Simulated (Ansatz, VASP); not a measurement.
Two plane-wave programs on NaCl

```xyz
2
Lattice="0.0000 2.7322 2.7322 2.7322 0.0000 2.7322 2.7322 2.7322 0.0000" Properties=species:S:1:pos:R:3 pbc="T T T"
Na    0.0000    0.0000    0.0000
Cl    2.7322    2.7322    2.7322
```

Alike in both runs: functional LDA; k mesh 8 × 8 × 8; occupations gaussian, width 0.02 eV; no spin polarisation.

Ansatz relaxed the structure, and its values are those at the end. VASP's run is a single point on that final structure, the one shown.

|  | VASP | Ansatz |
| --- | --- | --- |
| version | VASP 6.6.1 | Ansatz 0.2.0 |
| potentials or method | VASP PAW LDA potentials, release 64 (Na_pv, Cl), cutoff 520 eV | scalar-relativistic, plane waves, PAW |
| valence electrons in the cell | 14 | 16 |

```tsv
	VASP	Ansatz	Ansatz less VASP
gap on the k mesh at the Fermi level (eV)	5.08	5.07	-0.007
least direct gap on the mesh (eV)	5.08	5.07	-0.007
pressure (GPa)	0.0	0.0	0.00
```

LDA's correlation is that of Perdew and Zunger in VASP and of Perdew and Wang (1992) in Ansatz. VASP's potentials hold 14 valence electrons a cell and Ansatz's 16, so a difference there can come from the potentials and not from the codes.
